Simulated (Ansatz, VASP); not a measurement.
## One calculation of Cu, two programs

```
Cu
1.0
     0.00000    1.81484    1.81484
     1.81484    0.00000    1.81484
     1.81484    1.81484    0.00000
Cu
1
Direct
  0.00000 0.00000 0.00000
```

Alike in both runs: functional PBE; k mesh 26 × 26 × 26; occupations gaussian, width 0.1 eV; no spin polarisation.

Ansatz relaxed the structure, and its values are those at the end. VASP's run is a single point on that final structure, the one shown.

```csv
,VASP,Ansatz
version,VASP 6.6.1,Ansatz 0.2.0
potentials or method,"VASP PAW PBE potentials, release 64 (Cu), cutoff 520 eV","scalar-relativistic, plane waves, PAW"
valence electrons in the cell,11,19
```

Ansatz gave:

* gap on the k mesh at the Fermi level (eV): none
* pressure (GPa): 0.0

Estimate VASP's values.

gap on the k mesh at the Fermi level (eV): none; pressure (GPa): 0.6.

A gap of «none» marks a metal or a gap that the smearing closes. With one functional, cell and mesh, what is left measures potentials, basis and numerics. VASP's potentials hold 11 valence electrons a cell and Ansatz's 19, so a difference there can come from the potentials and not from the codes.
